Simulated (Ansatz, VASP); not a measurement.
**Two plane-wave programs on B**

```xyz
1
Lattice="-1.1757 1.1757 1.1757 1.1757 -1.1757 1.1757 1.1757 1.1757 -1.1757" Properties=species:S:1:pos:R:3 pbc="T T T"
B     0.0000    0.0000    0.0000
```

Alike in both runs: task relaxation of cell and atoms; functional PBEsol; k mesh 25 × 25 × 25; occupations fermi-dirac, width 0.08 eV; no spin polarisation.

```csv
,VASP,Ansatz
version,VASP 6.6.1,Ansatz 0.2.0
potentials or method,"VASP PAW PBE potentials, release 64 (B)","PAW with Ansatz's default frozen-core files, scalar-relativistic"
plane-wave cutoff (eV),600,420
valence electrons in the cell,3,3
```

|  | VASP | Ansatz | Ansatz less VASP |
| --- | --- | --- | --- |
| relaxed volume (Å³/atom) | 6.06 | 6.06 | -0.003 |
| relaxed cell length with the largest relative difference (Å) | 1.990 | 1.990 | -0.0003 |

VASP's potentials were made for PBE, not for PBEsol.
